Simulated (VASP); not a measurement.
Input of a VASP 6.6.1 run:

INCAR

```
SYSTEM = AsSe4
PREC     = Accurate       ! precision mode
ENCUT    = 520            ! plane-wave cutoff, eV
EDIFF    = 1E-7           ! SCF threshold, eV
ISMEAR   = 0              ! smearing method
SIGMA    = 0.1            ! smearing width, eV
LREAL    = .False.        ! projectors in reciprocal space
LASPH    = .True.         ! aspherical terms in the spheres
NELM     = 80             ! most SCF steps
ALGO     = Normal         ! electronic algorithm
ISIF     = 2              ! what is computed and relaxed
LWAVE    = .False.        ! write WAVECAR
LCHARG   = .False.        ! write CHGCAR
GGA      = PE             ! functional
NBANDS   = 22             ! bands
```

Contents of KPOINTS:

```
Automatic mesh
0
Gamma
  4 4 6
  0 0 0
```

The input POSCAR:

```
AsSe4
1.0
    4.0353795200     -4.2374285800      0.0000000000
    4.0353795200      4.2374285800      0.0000000000
    0.0000000000      0.0000000000      3.6236476300
As Se
1 4
Direct
    0.0000000000      0.0000000000      0.0000000000
    0.8105999900      0.1894000100      0.5000000000
    0.1894000100      0.8105999900      0.5000000000
    0.2852000000      0.2852000000      0.0000000000
    0.7148000000      0.7148000000      0.0000000000
```

Potentials or basis: VASP PAW PBE potentials, release 64 (As, Se).

Command:

```console
$ cat potpaw_PBE.64/As/POTCAR potpaw_PBE.64/Se/POTCAR > POTCAR
$ mpirun -np 1 vasp_std > vasp.out
```

**Question.** What does it give for the largest force?

**Answer.** 2.666 eV/Å.

**Question.** Predict the band gap on the k mesh.

**Answer.** Zero (an odd number of electrons rules out a gap without spin polarisation).

**Question.** Estimate the pressure.

**Answer.** 7.6 GPa.

Forces in eV/Å, atoms in the order of the input:
```
As   0.000  0.000  0.000
Se   0.000  2.666  0.000
Se   0.000 -2.666  0.000
Se   1.839  0.000  0.000
Se  -1.839  0.000  0.000
```

Caveat: the cell stands under pressure; forces of over 1 eV/Å act on the atoms, so gaps and moduli don't describe the material at rest.
